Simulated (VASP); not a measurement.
# Be3S5 (P1) in VASP: further runs

Be3S5 is run at these levels: PBE; tasks: single point.

Everything below comes from runs of VASP 6.6.1. Logs are shortened: lines on timing, memory, paths and dates and some standing lists are left out, and cuts for length are marked.

## 1. The cell of the first run

The typed cell holds 8 atoms: a = 3.537 Å, b = 3.549 Å, c = 10.913 Å, α = 81.67°, β = 80.68°, γ = 88.36°.

## 2. Single point, PBE

File INCAR:

```
SYSTEM = Be3S5
ALGO = Normal ; EDIFF = 1E-6
ENCUT = 520 ; GGA = PE
ISIF = 2 ; ISMEAR = 0
LASPH = .True. ; LCHARG = .False.
LREAL = .False. ; LWAVE = .False.
NBANDS = 28 ; NELM = 100
PREC = Accurate ; SIGMA = 0.02
```

File KPOINTS:

```
k-points
0
Gamma
  8 8 4
  0 0 0
```

File POSCAR:

```
Be3S5
1.0
    3.5371655616      0.0042781240     -0.0006976258
    0.0972417275      3.5477274232      0.0056256527
    1.7669314335      1.5158586047     10.6614982714
Be S
3 5
Direct
    0.3494006055      0.3061802026      0.3846404771
    0.7099947236      0.7228435832      0.6142658175
    0.9438789961      0.0646973133      0.9999670062
    0.8173648719      0.5117368142      0.1034640629
    0.8951646241      0.2507417688      0.2832248310
    0.2686102046      0.7534474873      0.4991891984
    0.5081132192      0.9703734303      0.9001438953
    0.7574727547      0.1699794004      0.7151047116
```

Potentials or basis: VASP PAW PBE potentials, release 64 (Be, S).

Run with:

```bash
cat potpaw_PBE.64/Be/POTCAR potpaw_PBE.64/S/POTCAR > POTCAR
mpirun -np 1 vasp_std > vasp.out
```

OUTCAR:

```text
SYSTEM = Be3S5
   EDIFF = 1E-6
   ENCUT = 520
   GGA = PE
   ISIF = 2
   ISMEAR = 0
   LASPH = .True.
   LREAL = .False.
   NELM = 100
   PREC = Accurate

 ion  position               nearest neighbor table
   1  0.349  0.306  0.385-   5 2.08   5 2.12   6 2.14   6 2.17
   2  0.710  0.723  0.614-   8 2.08   8 2.12   6 2.15   6 2.16
   3  0.944  0.065  1.000-   4 2.08   7 2.09   4 2.14   7 2.16
   4  0.817  0.512  0.103-   3 2.08   5 2.10   3 2.14
   5  0.895  0.251  0.283-   1 2.08   4 2.10   1 2.12
   6  0.269  0.753  0.499-   1 2.14   2 2.15   2 2.16   1 2.17
   7  0.508  0.970  0.900-   3 2.09   8 2.10   3 2.16
   8  0.757  0.170  0.715-   2 2.08   7 2.10   2 2.12

  LATTYP: Found a triclinic cell.
 ALAT       =     3.5371682175
 B/A-ratio  =     1.3961838449
 C/A-ratio  =     4.6439240392
 COS(alpha) =     0.0058027211
 COS(beta)  =     0.5505827711
 COS(gamma) =     0.6956790427

  Lattice vectors:

 A1 = (  -3.5371655616,  -0.0042781240,   0.0006976258)
 A2 = (  -3.4399238341,   3.5434492992,   0.0063232785)
 A3 = (  -9.0357460117,  -8.6198696991, -10.6713543252)

Analysis of symmetry for initial positions (statically):
=====================================================================
 Subroutine PRICEL returns:
 Original cell was already a primitive cell.

 Routine SETGRP: Setting up the symmetry group for a
 triclinic supercell.

 Subroutine GETGRP returns: Found  1 space group operations
 (whereof  1 operations were pure point group operations)
 out of a pool of  2 trial point group operations.

The static configuration has the point symmetry C_1 .

Analysis of symmetry for dynamics (positions and initial velocities):
=====================================================================
 Subroutine PRICEL returns:
 Original cell was already a primitive cell.

 Routine SETGRP: Setting up the symmetry group for a
 triclinic supercell.

 Subroutine GETGRP returns: Found  1 space group operations
 (whereof  1 operations were pure point group operations)
 out of a pool of  2 trial point group operations.

The dynamic configuration has the point symmetry C_1 .

 Subroutine INISYM returns: Found  1 space group operations
 (whereof  1 operations are pure point group operations),
 and found     1 'primitive' translations

----------------------------------------------------------------------------------------

                                     Primitive cell

  volume of cell :     133.7598

  direct lattice vectors                    reciprocal lattice vectors
     3.537165562  0.004278124 -0.000697626     0.282712499 -0.007676466 -0.045762533
     0.097241727  3.547727423  0.005625653    -0.000348899  0.281943621 -0.040029100
     1.766931433  1.515858605 10.661498271     0.000018683 -0.000149273  0.093813575

  length of vectors
     3.537168218  3.549064309 10.912718240     0.286495191  0.284771235  0.093813695

  position of ions in fractional coordinates (direct lattice)
     0.349400606  0.306180203  0.384640477
     0.709994724  0.722843583  0.614265817
     0.943878996  0.064697313  0.999967006
     0.817364872  0.511736814  0.103464063
     0.895164624  0.250741769  0.283224831
     0.268610205  0.753447487  0.499189198
     0.508113219  0.970373430  0.900143895
     0.757472755  0.169979400  0.715104712

  ion indices of the primitive-cell ions
   primitive index   ion index
                 1           1
                 2           2
                 3           3
                 4           4
                 5           5
                 6           6
                 7           7
                 8           8

----------------------------------------------------------------------------------------

 KPOINTS: k-points

Automatic generation of k-mesh.
 Grid dimensions read from file:
 generate k-points for:    8    8    4

 Generating k-lattice:

  Cartesian coordinates                     Fractional coordinates (reciprocal lattice)
     0.035339062 -0.000959558 -0.005720317     0.125000000  0.000000000  0.000000000
    -0.000043612  0.035242953 -0.005003638     0.000000000  0.125000000  0.000000000
     0.000004671 -0.000037318  0.023453394    -0.000000000  0.000000000  0.250000000

  Length of vectors
     0.035811899  0.035596404  0.023453424

  Shift w.r.t. Gamma in fractional coordinates (k-lattice)
     0.000000000  0.000000000  0.000000000

 Subroutine IBZKPT returns following result:
 ===========================================

 Found    132 irreducible k-points:

 Following reciprocal coordinates:
            Coordinates               Weight
  0.000000  0.000000  0.000000      1.000000
  0.125000 -0.000000  0.000000      2.000000
  0.250000 -0.000000  0.000000      2.000000
  0.375000  0.000000  0.000000      2.000000
  0.500000 -0.000000  0.000000      1.000000
  0.000000  0.125000 -0.000000      2.000000
[... 16 lines left out ...]
  0.125000  0.375000  0.000000      2.000000
  0.250000  0.375000  0.000000      2.000000
 [... further k-points ...]
   k-points           NKPTS =    132   k-points in BZ     NKDIM =    132   number of bands    NBANDS=     28
   number of dos      NEDOS =    301   number of ions     NIONS =      8
   total plane-waves  NPLWV =  65856
   dimension x,y,z NGX =    28 NGY =   28 NGZ =   84
   dimension x,y,z NGXF=    56 NGYF=   56 NGZF=  168
   ions per type =               3   5
   NGX,Y,Z   is equivalent  to a cutoff of  13.16, 13.12, 12.80 a.u.
   NGXF,Y,Z  is equivalent  to a cutoff of  26.32, 26.23, 25.59 a.u.
 SYSTEM =  Be3S5
   PREC   = accura    normal or accurate (medium, high low for compatibility)
   ISTART =      0    job   : 0-new  1-cont  2-samecut
   ICHARG =      2    charge: 1-file 2-atom 10-const
   ISPIN  =      1    spin polarized calculation?
   LNONCOLLINEAR =      F non collinear calculations
   LSORBIT =      F    spin-orbit coupling
   LASPH  =      T    aspherical Exc in radial PAW
   ENCUT  =  520.0 eV  38.22 Ry    6.18 a.u.   6.58  6.60 20.29*2*pi/ulx,y,z
   NELM   =    100;   NELMIN=  2; NELMDL= -5     # of ELM steps
   EDIFF  = 0.1E-05   stopping-criterion for ELM
   LREAL  =      F    real-space projection
   EDIFFG = 0.1E-04   stopping-criterion for IOM
   NSW    =      0    number of steps for IOM
   IBRION =     -1    ionic relax: 0-MD 1-quasi-New 2-CG
   NFREE  =      0    steps in history (QN), initial steepest desc. (CG)
   ISIF   =      2    stress and relaxation
   ISYM   =      2    0-nonsym 1-usesym 2-fastsym
   POTIM  = 0.5000    time-step for ionic-motion
   TEBEG  =    0.0;   TEEND  =   0.0 temperature during run
   PSTRESS=    0.0 pullay stress
   NELECT =      36.0000    total number of electrons
   NUPDOWN=      -1.0000    fix difference up-down
   EMIN   =  10.00;   EMAX   =-10.00  energy-range for DOS
   EFERMI =   0.00;   METHOD = LEGACY
   ISMEAR =     0;   SIGMA  =   0.02  broadening in eV -4-tet -1-fermi 0-gaus
   EFERMI_NEDOS =   21; number of points for ismear=-14 and -15
   IALGO  =     38    algorithm
   IMIX   =      4    mixing-type and parameters
     AMIX     =   0.40;   BMIX     =  1.00
     AMIX_MAG =   1.60;   BMIX_MAG =  1.00
  volume/ion in A,a.u.               =      16.72       112.83
  Fermi-wavevector in a.u.,A,eV,Ry     =   1.056981  1.997404 15.200547  1.117209
  Thomas-Fermi vector in A             =   2.192237
   LORBIT       =      0    0 simple, 1 ext, 2 COOP (PROOUT), +10 PAW based schemes
   GGA     = PE    functional components
   LHFCALC =     F    Hartree Fock is set to
   AEXX    =    0.0000 exact exchange contribution
   IVDW    =     0    specifies the selected vdW correction
   LEPSILON=     F    determine dielectric tensor
   LRPA    =     F    only Hartree local field effects (RPA)
 non-spin polarized calculation
 Gauss-broadening in eV      SIGMA  =   0.02
  energy-cutoff  :      520.00
  volume of cell :      133.76
 maximum number of plane-waves:      3629
 NGX is ok and might be reduce to    28
   NGX = 13   NGY = 13   NGZ = 41

 number of electron      36.0000000 magnetization

 Free energy of the ion-electron system (eV)
  ---------------------------------------------------
  ext. energy  EPLUGINS =         0.00000000
  ---------------------------------------------------
  free energy    TOTEN  =       -36.29799635 eV

  energy without entropy =      -36.29799635  energy(sigma->0) =      -36.29799635

 E-fermi :   4.1269     XC(G=0):  -9.3604

 val. band max:        4.0055515801   @ k =   0.0000   0.0000   0.0000
 cond. band min:       5.1814661332   @ k =   0.5000   0.5000   0.5000
 fundamental gap:      1.1759145531
 Fermi energy:         4.1269493972

 k-point     1 :       0.0000    0.0000    0.0000
  band No.  band energies     occupation
      1     -11.1755      2.00000
      2     -10.6836      2.00000
      3      -9.3998      2.00000
      4      -7.5559      2.00000
      5      -6.8750      2.00000
      6      -1.7064      2.00000
[... 20 lines left out ...]
     27       9.9572      0.00000
     28      10.3666      0.00000

 k-point     2 :       0.1250   -0.0000    0.0000
  band No.  band energies     occupation
      1     -11.0988      2.00000
      2     -10.6354      2.00000
      3      -9.3049      2.00000
      4      -7.5400      2.00000
      5      -6.8376      2.00000
      6      -1.7889      2.00000
[... 20 lines left out ...]
     27      10.1148      0.00000
     28      10.4952      0.00000

 k-point     3 :       0.2500   -0.0000    0.0000
  band No.  band energies     occupation
      1     -10.8959      2.00000
      2     -10.5153      2.00000
      3      -9.0567      2.00000
      4      -7.4914      2.00000
      5      -6.7861      2.00000
      6      -2.0091      2.00000
[... 616 lines left out ...]
      3      -8.6842      2.00000
      4      -7.4809      2.00000
      5      -6.6814      2.00000
      6      -2.2435      2.00000
[... 20 lines left out ...]
     27      10.9444      0.00000
     28      11.0576      0.00000

 k-point    24 :       0.2500    0.3750    0.0000
  band No.  band energies     occupation
      1     -10.4445      2.00000
      2     -10.2435      2.00000
      3      -8.5061      2.00000
      4      -7.2981      2.00000
      5      -6.6369      2.00000
      6      -2.0563      2.00000
[... 20 lines left out ...]
     27      11.1688      0.00000
     28      11.6060      0.00000

 [... further k-points ...]

------------------------ aborting loop because EDIFF is reached ----------------------------------------

  FORCE on cell =-STRESS in cart. coord.  units (eV):
  Direction    XX          YY          ZZ          XY          YZ          ZX
  --------------------------------------------------------------------------------------
  -------------------------------------------------------------------------------------
  Total       -0.0367536     -0.0291381     -0.3233525      0.0071450      0.0920218      0.0071350
  in kB       -0.4402349     -0.3490171     -3.8731225      0.0855828      1.1022393      0.0854627
  external PRESSURE =      -1.5541248 kB  Pullay stress =       0.0000000 kB

 VOLUME and BASIS-vectors are now :
 -----------------------------------------------------------------------------
  energy-cutoff  :      520.00
  volume of cell :      133.76
      direct lattice vectors                 reciprocal lattice vectors
     3.537165562  0.004278124 -0.000697626     0.282712499 -0.007676466 -0.045762533
     0.097241727  3.547727423  0.005625653    -0.000348899  0.281943621 -0.040029100
     1.766931433  1.515858605 10.661498271     0.000018683 -0.000149273  0.093813575

 POSITION                                       TOTAL-FORCE (eV/Angst)
 -----------------------------------------------------------------------------------
      1.94529      1.67080      4.10232         0.002418      0.004934      0.004449
      3.66703      3.49863      6.55257        -0.005062     -0.001564     -0.005828
      5.11182      1.74938     10.66085         0.003220      0.005371     -0.005350
      3.12373      1.97584      1.10539         0.025380     -0.031153      0.094541
      3.69117      1.32272      3.02039        -0.022977      0.022405     -0.089811
      1.90542      3.43088      5.32616        -0.000908     -0.001079     -0.000577
      3.48213      4.80929      9.60199         0.019903      0.017341     -0.093496
      3.95938      1.69028      7.62452        -0.021973     -0.016256      0.096072
 -----------------------------------------------------------------------------------
    total drift:                               -0.000176      0.000063      0.000113

  FREE ENERGIE OF THE ION-ELECTRON SYSTEM (eV)
  ---------------------------------------------------
  free  energy   TOTEN  =       -36.2979963457 eV

  energy  without entropy=      -36.2979963457  energy(sigma->0) =      -36.29799635
```

It took 3.7 min on 1 thread of Intel Xeon 6975P-C (Granite Rapids), shared host; peak memory 0.49 GiB.

What came out:

```
Free energy            : -36.2980 eV
Pressure               : -0.2 GPa
Largest force          : 0.103 eV/Å
Band gap on the k mesh : 1.18 eV (least direct gap 1.73 eV)
```

Forces on the atoms (eV/Å):
```
Be   0.002  0.005  0.004
Be  -0.005 -0.002 -0.006
Be   0.003  0.005 -0.005
S    0.025 -0.031  0.095
S   -0.023  0.022 -0.090
S   -0.001 -0.001 -0.001
S    0.020  0.017 -0.093
S   -0.022 -0.016  0.096
```

Levels at points of the mesh, in eV from the valence-band top:
```csv
k point,band 16,band 17,band 18,band 19,band 20,band 21
"(0.00, 0.00, 0.00)",-0.95,-0.24,0.00,1.73,2.76,3.40
"(0.50, 0.00, 0.00)",-0.90,-0.47,-0.41,2.45,2.90,4.67
"(0.00, 0.50, 0.00)",-1.22,-0.52,-0.27,1.76,3.49,4.73
"(0.50, 0.50, 0.00)",-2.04,-1.63,-1.06,1.52,1.82,3.48
"(0.00, 0.00, 0.50)",-0.57,-0.49,-0.24,2.15,2.54,2.93
"(0.50, 0.00, 0.50)",-1.19,-0.51,-0.39,2.24,3.05,4.74
"(0.00, 0.50, 0.50)",-0.89,-0.47,-0.30,2.31,3.08,4.67
"(0.50, 0.50, 0.50)",-2.09,-1.52,-1.41,1.18,2.26,3.32
```

(Part 1 of 3 ends here.)
